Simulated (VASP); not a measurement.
Set up this calculation in VASP 6.6.1, as the native input.

* Task: relaxation of cell and atoms
* Functional: PBE
* Potentials or basis: VASP PAW PBE potentials, release 64 (Al, Ga_d, O)
* Cutoff: 600 eV
* k mesh: 4 × 4 × 4
* Occupations: gaussian, width 0.1 eV
* Spin: no spin polarisation
* Dipole correction: no
* Further INCAR settings: ALGO = Normal; EDIFF = 1e-07; IBRION = 2; EDIFFG = -0.025; NSW = 80; ISIF = 3

The structure of Al3GaO6 lies in POSCAR:

```
Al3GaO6
1.0
   -2.3732995099      4.1953005569     -0.0198030595
   -4.9458861134     -0.1150584572     -0.0804381298
   -2.3668277591      1.3814460672      4.3039321924
Al Ga O
3 1 6
Direct
    0.8599750327      0.8397746591      0.4339293466
    0.6652185852      0.6422245461      0.0554061936
    0.1348987936      0.1665778834      0.5433144766
    0.3344203136      0.3714217286      0.9310410302
    0.0310661718      0.7712209045      0.7553927487
    0.7656948377      0.4409372704      0.7280143349
    0.4569592399      0.0404202746      0.7546902295
    0.9401783476      0.2369498805      0.2739879418
    0.2506844387      0.5539932868      0.2741221638
    0.5609042390      0.9364795660      0.2501015342
```

The input as run:

INCAR

```
SYSTEM = Al3GaO6
ALGO = Normal
EDIFF = 1E-7
EDIFFG = -0.025
ENCUT = 600
GGA = PE
GGA_COMPAT = .False.
IBRION = 2
ISIF = 3
ISMEAR = 0
LASPH = .True.
LCHARG = .False.
LREAL = .False.
LWAVE = .False.
NELM = 120
NELMIN = 4
NSW = 80
PREC = Accurate
SIGMA = 0.1
```

KPOINTS

```
k-points
0
Gamma
  4 4 4
  0 0 0
```

Potentials or basis: VASP PAW PBE potentials, release 64 (Al, Ga_d, O).

Command:

```sh
$ cat potpaw_PBE.64/Al/POTCAR potpaw_PBE.64/Ga_d/POTCAR potpaw_PBE.64/O/POTCAR > POTCAR
$ mpirun -np 1 vasp_std > vasp.out
```

It gave:

```yaml
Relaxed_volume: 9.06 Å³/atom
Relaxed_cell: a = 4.869 Å, b = 4.870 Å, c = 5.233 Å, α = 62.26°, β = 62.28°, γ = 60.01°
Space_group_after_relaxing_to_0.1_Å: R3 (No. 146)
Energy_gained_by_relaxing: 79.6 meV/atom
Ionic_steps: 12
Pressure_after_relaxing: 0.0 GPa
Largest_force_after_relaxing: 0.016 eV/Å
Band_gap_on_the_k_mesh: 4.62 eV (least direct gap 4.62 eV)
```

Wall time 28 min on 1 thread of Intel Xeon 8259CL, with other jobs on the host, peak memory 0.34 GiB.
